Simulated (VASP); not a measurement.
# WSe2 (P-6m2) in VASP: a series of runs

The runs below take WSe2 through single point, relaxation of cell and atoms, with PBE+D3(BJ).

All numbers are computed with VASP 6.6.1; they aren't measurements. Logs are shortened: lines on timing, memory, paths and dates and some standing lists are left out, and cuts for length are marked.

### 1 The cell of the first run

The structure is hexagonal, space group P-6m2 (No. 187). The conventional cell has a = 3.279 Å, b = 3.279 Å, c = 7.006 Å, α = 90.00°, β = 90.00°, γ = 120.00°. W (site symmetry -6m2) has 6 Se at 2.53 Å and 6 W at 3.28 Å within 3.3 Å. Se (site symmetry 3m) has 3 W at 2.53 Å and 7 Se at 3.28 to 3.37 Å within 3.4 Å.

### 2 Single point, PBE+D3(BJ)

Contents of INCAR:

```
  PREC = Accurate
  ENCUT = 520
  EDIFF = 1E-6
  ISMEAR = 0
  SIGMA = 0.02
  LREAL = F
  LASPH = T
  NELM = 100
  ALGO = Normal
  ISIF = 2
  LWAVE = F
  LCHARG = F
  GGA = PE
  IVDW = 12
  NBANDS = 20
```

Contents of KPOINTS:

```
Automatic mesh
0
Gamma
  12 12 4
```

Contents of POSCAR:

```
WSe2
1.0
    3.2790123668      0.0000000000      0.0000000000
   -1.6395061834      2.8397080090      0.0000000000
    0.0000000000      0.0000000000      7.0056381402
W Se
1 2
Direct
    0.0000000000      0.0000000000      0.0000000000
    0.3333333333      0.6666666667      0.2405567615
    0.3333333333      0.6666666667      0.7594432385
```

Potentials or basis: VASP PAW PBE potentials, release 64 (W_sv, Se).

On the command line:

```bash
cat potpaw_PBE.64/W_sv/POTCAR potpaw_PBE.64/Se/POTCAR > POTCAR
mpirun -np 1 vasp_std > vasp.out
```

OUTCAR:

```text
PREC = Accurate
   ENCUT = 520
   EDIFF = 1E-6
   ISMEAR = 0
   LREAL = F
   LASPH = T
   NELM = 100
   ISIF = 2
   GGA = PE
   IVDW = 12
 IVDW          = 12

 ion  position               nearest neighbor table
   1  0.000  0.000  0.000-   2 2.53   3 2.53   2 2.53   3 2.53   2 2.53   3 2.53
   2  0.333  0.667  0.241-   1 2.53   1 2.53   1 2.53
   3  0.333  0.667  0.759-   1 2.53   1 2.53   1 2.53

  LATTYP: Found a hexagonal cell.
 ALAT       =     3.2790123668
 C/A-ratio  =     2.1365086058

  Lattice vectors:

 A1 = (   3.2790123668,   0.0000000000,   0.0000000000)
 A2 = (  -1.6395061834,   2.8397080090,   0.0000000000)
 A3 = (   0.0000000000,   0.0000000000,   7.0056381402)

Analysis of symmetry for initial positions (statically):
=====================================================================
 Subroutine PRICEL returns:
 Original cell was already a primitive cell.

 Routine SETGRP: Setting up the symmetry group for a
 hexagonal supercell.

 Subroutine GETGRP returns: Found 12 space group operations
 (whereof 12 operations were pure point group operations)
 out of a pool of 24 trial point group operations.

The static configuration has the point symmetry D_3h.

Analysis of symmetry for dynamics (positions and initial velocities):
=====================================================================
 Subroutine PRICEL returns:
 Original cell was already a primitive cell.

 Routine SETGRP: Setting up the symmetry group for a
 hexagonal supercell.

 Subroutine GETGRP returns: Found 12 space group operations
 (whereof 12 operations were pure point group operations)
 out of a pool of 24 trial point group operations.

The dynamic configuration has the point symmetry D_3h.

 Subroutine INISYM returns: Found 12 space group operations
 (whereof 12 operations are pure point group operations),
 and found     1 'primitive' translations

----------------------------------------------------------------------------------------

                                     Primitive cell

  volume of cell :      65.2326

  direct lattice vectors                    reciprocal lattice vectors
     3.279012367  0.000000000  0.000000000     0.304969878  0.176074441  0.000000000
    -1.639506183  2.839708009  0.000000000     0.000000000  0.352148882  0.000000000
     0.000000000  0.000000000  7.005638140     0.000000000  0.000000000  0.142742171

  length of vectors
     3.279012367  3.279012367  7.005638140     0.352148882  0.352148882  0.142742171

  position of ions in fractional coordinates (direct lattice)
     0.000000000  0.000000000  0.000000000
     0.333333333  0.666666667  0.240556762
     0.333333333  0.666666667  0.759443238

  ion indices of the primitive-cell ions
   primitive index   ion index
                 1           1
                 2           2
                 3           3

----------------------------------------------------------------------------------------

 KPOINTS: Automatic mesh

Automatic generation of k-mesh.
 Grid dimensions read from file:
 generate k-points for:   12   12    4

 Generating k-lattice:

  Cartesian coordinates                     Fractional coordinates (reciprocal lattice)
     0.025414156  0.014672870  0.000000000     0.083333333  0.000000000  0.000000000
     0.000000000  0.029345740  0.000000000     0.000000000  0.083333333  0.000000000
     0.000000000  0.000000000  0.035685543     0.000000000  0.000000000  0.250000000

  Length of vectors
     0.029345740  0.029345740  0.035685543

  Shift w.r.t. Gamma in fractional coordinates (k-lattice)
     0.000000000  0.000000000  0.000000000

 Subroutine IBZKPT returns following result:
 ===========================================

 Found     57 irreducible k-points:

 Following reciprocal coordinates:
            Coordinates               Weight
  0.000000  0.000000  0.000000      1.000000
  0.083333 -0.000000  0.000000      6.000000
  0.166667 -0.000000  0.000000      6.000000
  0.250000 -0.000000  0.000000      6.000000
  0.333333 -0.000000  0.000000      6.000000
  0.416667 -0.000000  0.000000      6.000000
[... 16 lines left out ...]
  0.250000 -0.000000  0.250000     12.000000
  0.333333 -0.000000  0.250000     12.000000
 [... further k-points ...]
   k-points           NKPTS =     57   k-points in BZ     NKDIM =     57   number of bands    NBANDS=     20
   number of dos      NEDOS =    301   number of ions     NIONS =      3
   total plane-waves  NPLWV =  31104
   dimension x,y,z NGX =    24 NGY =   24 NGZ =   54
   dimension x,y,z NGXF=    48 NGYF=   48 NGZF=  108
   ions per type =               1   2
   NGX,Y,Z   is equivalent  to a cutoff of  12.17, 12.17, 12.81 a.u.
   NGXF,Y,Z  is equivalent  to a cutoff of  24.34, 24.34, 25.63 a.u.
 SYSTEM =  unknown system
   PREC   = accura    normal or accurate (medium, high low for compatibility)
   ISTART =      0    job   : 0-new  1-cont  2-samecut
   ICHARG =      2    charge: 1-file 2-atom 10-const
[... 83 lines left out ...]
     20      14.3512      0.00000

 k-point     3 :       0.1667   -0.0000    0.0000
  band No.  band energies     occupation
      1     -68.7863      2.00000
      2     -33.0310      2.00000
      3     -32.9594      2.00000
      4     -32.9131      2.00000
      5      -9.2495      2.00000
      6      -8.0708      2.00000
[... 12 lines left out ...]
     19      13.7036      0.00000
     20      14.2707      0.00000

 k-point     4 :       0.2500   -0.0000    0.0000
  band No.  band energies     occupation
      1     -68.7836      2.00000
      2     -33.0195      2.00000
      3     -33.0193      2.00000
      4     -32.9273      2.00000
      5      -8.7914      2.00000
      6      -7.8451      2.00000
[... 12 lines left out ...]
     19      13.1962      0.00000
     20      14.1476      0.00000

 k-point     5 :       0.3333   -0.0000    0.0000
  band No.  band energies     occupation
      1     -68.7809      2.00000
      2     -33.0785      2.00000
      3     -33.0079      2.00000
      4     -32.9414      2.00000
      5      -8.2622      2.00000
      6      -7.5919      2.00000
[... 12 lines left out ...]
     19      12.1939      0.00000
     20      13.3607      0.00000

 k-point     6 :       0.4167   -0.0000    0.0000
  band No.  band energies     occupation
      1     -68.7790      2.00000
      2     -33.1214      2.00000
      3     -32.9994      2.00000
      4     -32.9517      2.00000
      5      -7.8054      2.00000
      6      -7.3835      2.00000
[... 12 lines left out ...]
     19      11.8225      0.00000
     20      12.9754      0.00000

 k-point     7 :       0.5000   -0.0000    0.0000
  band No.  band energies     occupation
      1     -68.7782      2.00000
      2     -33.1370      2.00000
      3     -32.9963      2.00000
      4     -32.9555      2.00000
      5      -7.6166      2.00000
      6      -7.3012      2.00000
[... 12 lines left out ...]
     19      11.7999      0.00000
     20      12.8902      0.00000
[... 277 lines left out ...]
 k-point    20 :       0.0000    0.0000    0.2500
  band No.  band energies     occupation
      1     -68.7890      2.00000
      2     -33.0425      2.00000
      3     -32.8989      2.00000
      4     -32.8989      2.00000
      5      -9.6100      2.00000
      6      -8.3630      2.00000
[... 12 lines left out ...]
     19      13.0597      0.00000
     20      13.5485      0.00000

 k-point    21 :       0.0833   -0.0000    0.2500
  band No.  band energies     occupation
      1     -68.7883      2.00000
      2     -33.0394      2.00000
      3     -32.9152      2.00000
      4     -32.9027      2.00000
      5      -9.5041      2.00000
      6      -8.3084      2.00000
[... 12 lines left out ...]
     19      13.2374      0.00000
     20      14.1226      0.00000

 k-point    22 :       0.1667   -0.0000    0.2500
  band No.  band energies     occupation
      1     -68.7863      2.00000
      2     -33.0310      2.00000
      3     -32.9594      2.00000
      4     -32.9131      2.00000
      5      -9.2002      2.00000
      6      -8.1520      2.00000
[... 12 lines left out ...]
     19      13.6872      0.00000
     20      14.3663      0.00000

 k-point    23 :       0.2500   -0.0000    0.2500
  band No.  band energies     occupation
      1     -68.7836      2.00000
      2     -33.0195      2.00000
      3     -33.0193      2.00000
      4     -32.9273      2.00000
      5      -8.7423      2.00000
      6      -7.9185      2.00000
[... 12 lines left out ...]
     19      13.1890      0.00000
     20      13.9934      0.00000

 k-point    24 :       0.3333   -0.0000    0.2500
  band No.  band energies     occupation
      1     -68.7809      2.00000
      2     -33.0785      2.00000
      3     -33.0079      2.00000
      4     -32.9414      2.00000
      5      -8.2148      2.00000
      6      -7.6553      2.00000
[... 12 lines left out ...]
     19      12.4479      0.00000
     20      13.3023      0.00000

 [... further k-points ...]

------------------------ aborting loop because EDIFF is reached ----------------------------------------

 Edisp (eV)   -1.29587

 E8    (eV) :    -0.5778

  FORCE on cell =-STRESS in cart. coord.  units (eV):
  Direction    XX          YY          ZZ          XY          YZ          ZX
  --------------------------------------------------------------------------------------
  -------------------------------------------------------------------------------------
  Total       0.10657     0.10657     0.15124     0.00000     0.00000     0.00000
  in kB       2.61735     2.61735     3.71458     0.00000     0.00000     0.00000
  external pressure =        2.98 kB  Pullay stress =        0.00 kB

 VOLUME and BASIS-vectors are now :
 -----------------------------------------------------------------------------
  energy-cutoff  :      520.00
  volume of cell :       65.23
      direct lattice vectors                 reciprocal lattice vectors
     3.279012367  0.000000000  0.000000000     0.304969878  0.176074441  0.000000000
    -1.639506183  2.839708009  0.000000000     0.000000000  0.352148882  0.000000000
     0.000000000  0.000000000  7.005638140     0.000000000  0.000000000  0.142742171

 POSITION                                       TOTAL-FORCE (eV/Angst)
 -----------------------------------------------------------------------------------
      0.00000      0.00000      0.00000        -0.000000      0.000000      0.000000
     -0.00000      1.89314      1.68525        -0.000000      0.000000      0.047050
     -0.00000      1.89314      5.32038         0.000000      0.000000     -0.047050
 -----------------------------------------------------------------------------------
    total drift:                                0.000000     -0.000000     -0.000000

  FREE ENERGIE OF THE ION-ELECTRON SYSTEM (eV)
  ---------------------------------------------------
  free  energy   TOTEN  =       -22.8517694374 eV

  energy  without entropy=      -22.8517694374  energy(sigma->0) =      -22.85176944
```

Run time: 22 s. Hardware: 1 thread of Intel Xeon 6975P-C (Granite Rapids), shared host; peak memory 0.23 GiB.

Results:

* Free energy: -22.8518 eV
* Pressure: 0.3 GPa
* Largest force: 0.047 eV/Å
* Band gap on the k mesh: 1.25 eV (least direct gap 1.64 eV)
* Dispersion energy per atom: -0.432 eV

Forces in eV/Å, atoms in the order of the input:
```
W    0.000  0.000  0.000
Se   0.000  0.000  0.047
Se   0.000  0.000 -0.047
```

Caveat: spin-orbit coupling is left out, which moves the levels of the heavy elements.

### 3 Relaxation of cell and atoms, PBE+D3(BJ)

This run uses another cell than the first one, of 21.89 Å³/atom.

Contents of INCAR:

```
PREC = Accurate
ENCUT = 600
EDIFF = 1E-6
ISMEAR = 0
SIGMA = 0.02
LREAL = F
LASPH = T
NELM = 60
ALGO = Normal
ISIF = 3
LWAVE = F
LCHARG = F
GGA = PE
IVDW = 12
IBRION = 2
NSW = 100
EDIFFG = -0.005
```

KPOINTS is that of step 2.

Contents of POSCAR:

```
WSe2
1.0
    3.2780791168      0.0000000000      0.0000000000
   -1.6390395584      2.8388997908      0.0000000000
    0.0000000000      0.0000000000      7.0578393085
W Se
1 2
Direct
    0.0000000000      0.0000000000      0.0000000000
    0.3333333333      0.6666666667      0.2389053928
    0.3333333333      0.6666666667      0.7610946072
```

Potentials or basis: VASP PAW PBE potentials, release 64 (W_sv, Se).

On the command line:

```bash
cat potpaw_PBE.64/W_sv/POTCAR potpaw_PBE.64/Se/POTCAR > POTCAR
mpirun -np 1 vasp_std > vasp.out
```

Wall time 3.6 min (1 thread of Intel Xeon 6975P-C (Granite Rapids), shared host); peak memory 0.28 GiB.

The run converged. Its results:

```yaml
Free_energy: -22.8523 eV
Relaxed_volume: 21.77 Å³/atom
Relaxed_cell: a = 3.281 Å, b = 3.281 Å, c = 7.005 Å, α = 90.00°, β = 90.00°, γ = 120.00°
Space_group_after_relaxing_to_0.1_Å: P-6m2 (No. 187)
Energy_gained_by_relaxing: 0.2 meV/atom
Ionic_steps: 17
Pressure_after_relaxing: 0.0 GPa
Band_gap_on_the_k_mesh: 1.25 eV (least direct gap 1.63 eV)
Dispersion_energy_per_atom: -0.431 eV
```

The path:
| step | energy change (eV) | largest force (eV/Å) | pressure (GPa) | volume (Å³) |
| --- | --- | --- | --- | --- |
| 1 | 0.0000 | 0.0560 | 0.23 | 65.68 |
| 2 | 0.0002 | 0.0511 | -0.56 | 65.98 |
| 3 | -0.0002 | 0.0125 | -0.08 | 65.80 |
| 4 | -0.0003 | 0.0241 | -0.06 | 65.76 |
| 5 | -0.0004 | 0.0430 | -0.02 | 65.70 |
| 6 | -0.0004 | 0.0342 | -0.06 | 65.67 |
| 7 | -0.0006 | 0.0087 | -0.16 | 65.57 |
| 8 | -0.0004 | 0.0431 | -0.33 | 65.37 |
| 9 | -0.0006 | 0.0049 | -0.19 | 65.52 |
| 10 | -0.0007 | 0.0068 | -0.04 | 65.37 |
| 11 | -0.0007 | 0.0106 | 0.04 | 65.30 |
| 12 | -0.0007 | 0.0104 | 0.05 | 65.31 |
| 13 | -0.0007 | 0.0084 | 0.01 | 65.34 |
| 14 | -0.0007 | 0.0084 | -0.01 | 65.33 |
| 15 | -0.0007 | 0.0095 | 0.01 | 65.32 |
| 16 | -0.0007 | 0.0096 | 0.02 | 65.32 |
| 17 | -0.0007 | 0.0002 | 0.00 | 65.31 |

Final structure:
```
CELL_PARAMETERS angstrom
3.28132 0.00000 0.00000
-1.64066 2.84171 0.00000
0.00000 0.00000 7.00457
ATOMIC_POSITIONS crystal
W 0.00000 0.00000 0.00000
Se 0.33333 0.66667 0.24084
Se 0.33333 0.66667 0.75916
```

Levels at points of the mesh, in eV from the valence-band top:
```tsv
k point	band 11	band 12	band 13	band 14	band 15	band 16
(0.00, 0.00, 0.00)	-1.21	-1.21	-0.91	2.98	2.98	3.02
(0.50, 0.00, 0.00)	-1.84	-1.29	-0.98	2.42	2.53	3.96
(0.00, 0.00, 0.50)	-1.24	-1.24	0.00	2.88	2.88	3.14
(0.50, 0.00, 0.50)	-2.78	-0.88	-0.88	2.44	2.87	3.22
```

Caveat: spin-orbit coupling is left out, which moves the levels of the heavy elements. A k mesh can miss the band edges.

### 4 Relaxation of cell and atoms, PBE+D3(BJ)

This run uses another cell than the first one.

Contents of INCAR:

```
ALGO = Normal ; EDIFF = 1E-6
EDIFFG = -0.005 ; ENCUT = 600
GGA = PE ; IBRION = 2
ISIF = 3 ; ISMEAR = 0
IVDW = 12 ; LASPH = T
LCHARG = F ; LREAL = F
LWAVE = F ; NELM = 80
NSW = 100 ; PREC = Accurate
SIGMA = 0.02
```

Contents of KPOINTS:

```
k-points
0
Gamma
  12 12 2
```

Contents of POSCAR:

```
WSe2
1.0
    3.3179375931      0.0000000000      0.0000000000
   -1.6589687966      2.8734182438      0.0000000000
    0.0000000000      0.0000000000     16.6581424200
W Se
1 2
Direct
    0.0000000000      0.0000000000      0.0000000000
    0.3333333300      0.6666666700      0.0997865200
    0.3333333300      0.6666666700      0.9002134800
```

On the command line:

```bash
cat potpaw_PBE.64/W_sv/POTCAR potpaw_PBE.64/Se/POTCAR > POTCAR
mpirun -np 1 vasp_std > vasp.out
```

It took 4.6 min on 1 thread of Intel Xeon 6975P-C (Granite Rapids), shared host; peak memory 0.44 GiB.

Results (log left out):

```
Free energy                           : -22.6271 eV
Relaxed cell                          : a = 3.287 Å, b = 3.287 Å, c = 16.812 Å, α = 90.00°, β = 90.00°, γ = 120.00°
Space group after relaxing (to 0.1 Å) : P-6m2 (No. 187)
Energy gained by relaxing             : 3.4 meV/atom
Ionic steps                           : 5
Largest force after relaxing          : 0.005 eV/Å
Band gap on the k mesh                : 1.65 eV (least direct gap 1.67 eV)
Dispersion energy per atom            : -0.338 eV
```

Forces on the atoms (eV/Å):
```
W    0.000  0.000  0.000
Se   0.000  0.000  0.005
Se   0.000  0.000 -0.005
```

Step by step:
```
step  energy change (eV)  largest force (eV/Å)  pressure (GPa)  volume (Å³)
   1              0.0000                0.2291           -0.10       158.82
   2             -0.0090                0.1323           -0.33       158.06
   3             -0.0093                0.0747           -0.29       158.19
   4             -0.0078                0.1398            0.51       155.91
   5             -0.0102                0.0048            0.00       157.33
```

Final structure:
```xyz
3
Lattice="3.2873 0.0000 0.0000 -1.6436 2.8469 0.0000 0.0000 0.0000 16.8118" Properties=species:S:1:pos:R:3 pbc="T T T"
W     0.0000    0.0000   16.8118
Se    0.0000    1.8979    1.6865
Se    0.0000    1.8979   15.1253
```

Levels at points of the mesh, in eV from the valence-band top:
```csv
k point,band 11,band 12,band 13,band 14,band 15,band 16
"(0.00, 0.00, 0.00)",-1.16,-1.16,-0.42,2.98,2.98,3.14
"(0.50, 0.00, 0.00)",-2.21,-1.02,-0.87,2.47,2.79,3.71
"(0.00, 0.00, 0.50)",-1.16,-1.16,-0.42,2.98,2.98,3.14
"(0.50, 0.00, 0.50)",-2.21,-1.02,-0.87,2.47,2.79,3.71
```

Caveat: spin-orbit coupling is left out, which moves the levels of the heavy elements.

### 5 The runs side by side

| task | cell | k mesh | cutoff (eV) | gap on the mesh (eV) | pressure (GPa) | relaxed volume (Å³/atom) |
| --- | --- | --- | --- | --- | --- | --- |
| single point | a = 3.279, b = 3.279, c = 7.006 Å, angles 90.0, 90.0, 120.0°, 3 atoms, atomic positions A | 12 × 12 × 4 | 520 | 1.25 | 0.3 | - |
| relaxation of cell and atoms | relaxed from a = 3.278, b = 3.278, c = 7.058 Å, angles 90.0, 90.0, 120.0°, 3 atoms, atomic positions A | 12 × 12 × 4 | 600 | 1.25 | 0.0 | 21.77 |
| relaxation of cell and atoms | relaxed from a = 3.318, b = 3.318, c = 16.658 Å, angles 90.0, 90.0, 120.0°, 3 atoms, atomic positions B | 12 × 12 × 2 | 600 | 1.65 | - | 52.44 |

Alike in all rows: level PBE+D3(BJ); potentials or basis VASP PAW PBE potentials, release 64 (W_sv, Se); no spin polarisation; smearing gaussian 0.02 eV.

Caveats: spin-orbit coupling is left out, which moves the levels of the heavy elements.

Total energies depend on the potentials used, so only differences within one code and one set of settings carry meaning.
